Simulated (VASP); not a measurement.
CuI: single point with r2SCAN

CuI:

```
Cu I
1.0
     0.00000    3.01203    3.01203
     3.01203    0.00000    3.01203
     3.01203    3.01203    0.00000
Cu I
1 1
Cartesian
  0.0000 0.0000 0.0000
  1.5060 1.5060 1.5060
```

```json
{
  "Program": "VASP 6.6.1",
  "Task": "single point",
  "Functional": "r2SCAN",
  "Potentials or basis": "VASP PAW PBE potentials, release 64 (Cu, I)",
  "Cutoff": "520 eV",
  "k mesh": "8 × 8 × 8",
  "Occupations": "gaussian, width 0.01 eV",
  "Spin": "no spin polarisation"
}
```

| Quantity | Value |
| --- | --- |
| Pressure | -0.1 GPa |
| Band gap on the k mesh | 1.67 eV, direct |

Levels at points of the mesh, in eV from the valence-band top:
```tsv
k point	band 7	band 8	band 9	band 10	band 11	band 12
(0.00, 0.00, 0.00)	0.00	0.00	0.00	1.67	5.22	5.22
(0.50, 0.00, 0.00)	-1.85	-0.74	-0.74	2.57	5.73	5.73
(0.50, 0.50, 0.00)	-1.82	-1.57	-1.57	2.90	3.17	9.94
```

Wall time 100 s on 1 thread of AMD EPYC 7R13 Processor (Zen 3), with other jobs on the host, peak memory 0.17 GiB.

Caveat: the PAW data sets were made with another functional, which shifts forces and pressure a little; spin-orbit coupling is left out, which moves the levels of the heavy elements. r2SCAN opens gaps a little over a GGA but as a rule still falls short of measured ones.
